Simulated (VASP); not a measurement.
# Na: single point with PBEsol

Crystal: Na.

```
Na
1.0
     0.00000    6.73525    6.35265
    -5.83290   -3.36763    6.35265
     5.83290   -3.36763    6.35265
Na
18
Direct
  0.31204 0.65306 0.30239
  0.64755 0.62014 0.93825
  0.33462 0.34030 0.61047
  0.23758 0.98799 0.97383
  0.64820 0.28945 0.32002
  0.97271 0.61474 0.60658
  0.95596 0.35474 0.00346
  0.64171 0.00060 0.61123
  0.99399 0.95779 0.35599
  0.33963 0.74738 0.68231
  0.69865 0.73538 0.34290
  0.38718 0.34630 0.03354
  0.38251 0.03263 0.35964
  0.70401 0.32731 0.68124
  0.00086 0.66159 0.05019
  0.08865 0.28023 0.33743
  0.66939 0.00798 0.04063
  0.98476 0.04236 0.74989
```

This cell differs from its parent crystal: dynamics (nve) at 2600 K, volume x 1.1, from the last frame before.

- Program: VASP 6.6.1
- Task: single point
- Functional: PBEsol
- Potentials or basis: VASP PAW PBE potentials, release 64 (Na_pv)
- Cutoff: 520 eV
- k mesh: 2 × 2 × 2, shifted
- Occupations: fermi-dirac, width 0.2241 eV
- Spin: no spin polarisation

| Item | Value |
| --- | --- |
| Pressure | -0.3 GPa |
| Largest force | 0.462 eV/Å |
| Band gap on the k mesh | zero (band 63 reaches 0.17 eV, above the bottom of band 64 at -0.27 eV) |

Forces in eV/Å, atoms in the order of the input:
```
Na  -0.043  0.090 -0.054
Na  -0.086 -0.152  0.030
Na   0.141 -0.128 -0.059
Na   0.066  0.096  0.231
Na  -0.214  0.074  0.000
Na   0.081 -0.024  0.046
Na   0.136  0.234 -0.374
Na   0.272 -0.019 -0.047
Na  -0.026  0.005 -0.170
Na   0.111  0.029 -0.069
Na   0.247  0.006 -0.083
Na  -0.107 -0.033 -0.045
Na   0.072  0.051 -0.034
Na  -0.133 -0.112  0.190
Na  -0.192  0.022  0.302
Na  -0.151 -0.346  0.226
Na  -0.114  0.043  0.005
Na  -0.060  0.164 -0.095
```

Stress tensor (GPa, compression positive):
```
-0.18  0.16 -0.04
 0.16 -0.24  0.06
-0.04  0.06 -0.56
```

Levels at points of the mesh, in eV from the Fermi level:
```csv
k point,band 58,band 59,band 60,band 61,band 62,band 63,band 64,band 65
"(0.25, 0.25, 0.25)",-1.48,-1.03,-0.98,-0.89,-0.80,-0.40,-0.29,-0.22
```

Run time: 2.3 min on 1 thread of Intel(R) Xeon(R) 6975P-C (Granite Rapids) (shared host), peak memory 0.69 GiB.

Caveat: the PAW data sets were made with another functional, which shifts forces and pressure a little.
